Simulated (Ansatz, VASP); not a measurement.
# P: VASP beside Ansatz

Contents of INCAR:

```
SYSTEM = P
ALGO = Normal
EDIFF = 1E-6
ENCUT = 500
GGA = PS
GGA_COMPAT = .FALSE.
ISIF = 2
ISMEAR = -1
LASPH = .TRUE.
LCHARG = .FALSE.
LREAL = .FALSE.
LWAVE = .FALSE.
NBANDS = 8
NELM = 120
PREC = Accurate
SIGMA = 0.08
```

The input KPOINTS:

```
k-points
0
G
  10 10 9
  0 0 0
```

The input POSCAR:

```
P
1.0
    4.2729048574     -0.0213645243     -0.0213645243
   -0.0213645243      4.2729048574     -0.0213645243
   -0.0218900000     -0.0218900000      4.3780000000
P
1
Direct
    0.0000000000      0.0000000000      0.0000000000
```

Input for Ansatz:

```yaml
crystal:
  lattice:
    - [4.2729048574, -0.0213645243, -0.0213645243]
    - [-0.0213645243, 4.2729048574, -0.0213645243]
    - [-0.02189, -0.02189, 4.378]
  atoms:
    - { symbol: P, position: [0.0, 0.0, 0.0] }
kpoints:
  mp_grid: { grid: [10, 10, 9] }
  band_path:
    path:
      - [0.0, 0.0, 0.0]
      - [-0.5, 0.5, 0.0]
      - [-0.5, 0.5, 0.5]
      - [0.0, 0.0, 0.5]
      - [0.0, 0.0, 0.0]
      - [-0.5, 0.0, 0.5]
      - [0.0, 0.0, 0.0]
      - [-0.5, 0.0, 0.0]
    npoints: 5
scf:
  occupations: { method: fermi_dirac, width: 0.08 }
hamiltonian:
  xc: pbesol
  pseudopotentials: { kind: all_electron, lapw: { basis_error: 0.00025 } }
output:
  forces: true
  stress: true
  eigenvalues: true
```

Change from the starting cell: equal xy, yz and zx shear strains of -1 %.

Alike in both runs: task single point; functional PBEsol; k mesh 10 × 10 × 9; occupations fermi-dirac, width 0.08 eV; no spin polarisation.

|  | VASP | Ansatz |
| --- | --- | --- |
| version | VASP 6.6.1 | Ansatz 0.2.0 |
| potentials or method | VASP PAW PBE potentials, release 64 (P), cutoff 500 eV | all-electron LAPW, scalar-relativistic |

```csv
,VASP,Ansatz,Ansatz less VASP
pressure (GPa),-3.8,-3.8,+0.01
"traceless stress, the component that is largest in VASP (GPa)",0.31,0.31,0.000
```

VASP's potentials were made for PBE, not for PBEsol. Ansatz ran all-electron here, and VASP with PAW potentials.
